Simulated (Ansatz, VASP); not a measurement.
**One calculation of Ge, two programs**

```xyz
2
Lattice="0.0000 2.8661 2.8661 2.8661 0.0000 2.8661 2.8661 2.8661 0.0000" Properties=species:S:1:pos:R:3 pbc="T T T"
Ge    4.2992    4.2992    4.2992
Ge    2.8661    2.8661    2.8661
```

Alike in both runs: task single point; functional SVWN5; k mesh 8 × 8 × 8; occupations fermi-dirac, width 0.05 eV; no spin polarisation.

|  | VASP | Ansatz |
| --- | --- | --- |
| version | VASP 6.6.1 | Ansatz 0.2.0 |
| potentials or method | VASP PAW PBE potentials, release 64 (Ge_d) | Ansatz PAW |
| plane-wave cutoff (eV) | 520 | 420 |
| valence electrons in the cell | 28 | 28 |

Ansatz gave:

* gap on the k mesh at the Fermi level (eV): none
* pressure (GPa): -3.7

**Question.** What did VASP give for the same quantities?

**Answer.** gap on the k mesh at the Fermi level (eV): none; pressure (GPa): -3.6.

VASP's potentials were made for PBE, not for SVWN5. A gap of «none» marks a metal or a gap that the smearing closes.
